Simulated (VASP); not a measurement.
CaF, 4 atoms in the cell. Symmetry: P4/nmm, No. 129, tetragonal system. The conventional cell has a = 3.945 Å, b = 3.945 Å, c = 5.686 Å, α = 90.00°, β = 90.00°, γ = 90.00°. Ca (site symmetry 4mm) has 4 F at 2.36 Å within 3.1 Å. F (site symmetry -4m2) has 4 Ca at 2.36 Å and 4 F at 2.79 Å within 3.1 Å. 

```yaml
Program: VASP 6.6.1
Task: relaxation of cell and atoms
Functional: PBE
Potentials_or_basis: VASP PAW PBE potentials, release 64 (Ca_sv, F)
Cutoff: 600 eV
k_mesh: 12 × 12 × 8
Occupations: gaussian, width 0.1 eV
Spin: no spin polarisation
Dipole_correction: no
Further_INCAR_settings: ALGO = Normal; EDIFF = 1e-07; IBRION = 2; EDIFFG = -0.01; NSW = 100; ISIF = 3
```

Potentials or basis: VASP PAW PBE potentials, release 64 (Ca_sv, F).

Launch:

```console
$ cat potpaw_PBE.64/Ca_sv/POTCAR potpaw_PBE.64/F/POTCAR > POTCAR
$ mpirun -np 1 vasp_std > vasp.out
```

Hardware: 1 thread of AMD EPYC 9R45 96-Core Processor (Zen 5), with other jobs on the host.

**Question.** Estimate the wall time of this run.

**Answer.** It took 11 min on 1 thread of AMD EPYC 9R45 96-Core Processor (Zen 5), with other jobs on the host, peak memory 0.4 GiB. Counts: scf iterations 62, k points 140, ion steps 6.
